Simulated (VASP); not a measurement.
Input of a VASP 6.6.1 run:

File INCAR:

```
PREC = Accurate
ENCUT = 600
EDIFF = 1E-6
ISMEAR = 0
SIGMA = 0.1
LREAL = False
LASPH = True
NELM = 100
ALGO = Normal
ISIF = 3
LWAVE = False
LCHARG = False
GGA = PS
IBRION = 2
NSW = 80
EDIFFG = -0.05
```

The input KPOINTS:

```
regular mesh
0
Gamma
  8 8 8
```

The input POSCAR:

```
Ru
1.0
    0.0000000000      1.9041912735      1.9041912735
    1.9041912735      0.0000000000      1.9041912735
    1.9041912735      1.9041912735      0.0000000000
Ru
1
Direct
    0.0000000000      0.0000000000      0.0000000000
```

Potentials or basis: VASP PAW PBE potentials, release 64 (Ru_pv).

The run is started by

```sh
$ cat potpaw_PBE.64/Ru_pv/POTCAR > POTCAR
$ mpirun -np 1 vasp_std > vasp.out
```

**Question.** Predict the relaxed volume.

**Answer.** 13.36 Å³/atom.

**Question.** What does it give for the space group after relaxing (to 0.05 Å)?

**Answer.** Fm-3m (No. 225).

**Question.** What does it give for the relaxed cell?

**Answer.** a = 2.663 Å, b = 2.663 Å, c = 2.663 Å, α = 60.00°, β = 60.00°, γ = 60.00°.

Step by step:
```tsv
step	energy change (eV)	largest force (eV/Å)	pressure (GPa)	volume (Å³)
1	0.0000	0.0000	-11.01	13.81
2	0.1605	0.0000	47.08	12.00
3	-0.0168	0.0000	-0.55	13.36
```

Caveat: the PAW data sets were made with another functional, which shifts forces and pressure a little.
